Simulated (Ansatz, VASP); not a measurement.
**BePd: VASP beside Ansatz**

INCAR

```
SYSTEM = BePd
PREC = Accurate ; ENCUT = 520
EDIFF = 1E-7 ; ISMEAR = -1
SIGMA = 0.08 ; LREAL = .False.
LASPH = .True. ; NELM = 100
ALGO = Normal ; ISIF = 2
LWAVE = .False. ; LCHARG = .False.
NBANDS = 13
```

Contents of KPOINTS:

```
regular mesh
0
Gamma
  12 12 12
  0 0 0
```

Contents of POSCAR:

```
BePd
1.0
    2.8130000000      0.0140650000      0.0140650000
    0.0140650000      2.8130000000      0.0140650000
    0.0140650000      0.0140650000      2.8130000000
Be Pd
1 1
Direct
    0.0000000000      0.0000000000      0.0000000000
    0.5000000000      0.5000000000      0.5000000000
```

Input for Ansatz:

```yaml
crystal:
  lattice:
    - [2.813, 0.014065, 0.014065]
    - [0.014065, 2.813, 0.014065]
    - [0.014065, 0.014065, 2.813]
  atoms:
    - { symbol: Be, position: [0.0, 0.0, 0.0] }
    - { symbol: Pd, position: [0.5, 0.5, 0.5] }
kpoints:
  mp_grid: { grid: [12, 12, 12] }
  band_path:
    path:
      - [0.0, 0.0, 0.0]
      - [0.5, 0.5, 0.5]
      - [0.5098274679, 0.4901725321, 0.5]
      - [0.5, -0.4901725321, 0.4901725321]
      - [0.5, 0.0, 0.0]
      - [0.0, 0.0, 0.0]
      - [0.4950862661, -0.4950862661, 0.0]
      - [0.5049137339, 0.0, 0.4950862661]
      - [0.5, 0.0, 0.5]
    npoints: 5
scf:
  occupations: { method: fermi_dirac, width: 0.08 }
hamiltonian:
  xc: lda
  pseudopotentials: { kind: all_electron, lapw: { basis_error: 0.001 } }
output:
  forces: true
  stress: true
  eigenvalues: true
```

Change from the starting cell: equal xy, yz and zx shear strains of +1 %.

Alike in both runs: task single point; functional LDA; k mesh 12 × 12 × 12; occupations fermi-dirac, width 0.08 eV; no spin polarisation.

|  | VASP | Ansatz |
| --- | --- | --- |
| version | VASP 6.6.1 | Ansatz 0.2.0 |
| potentials or method | VASP PAW LDA potentials, release 64 (Be, Pd), cutoff 520 eV | all-electron LAPW, scalar-relativistic |

Ansatz gave:

- pressure (GPa): -8.0
- traceless stress, the component that is largest in VASP (GPa): -0.62

**Question.** Estimate VASP's values.

**Answer.** Pressure (GPa): -7.3; traceless stress, the component that is largest in VASP (GPa): -0.63.

LDA's correlation is that of Perdew and Zunger in VASP and of Perdew and Wang (1992) in Ansatz. Ansatz ran all-electron here, and VASP with PAW potentials.
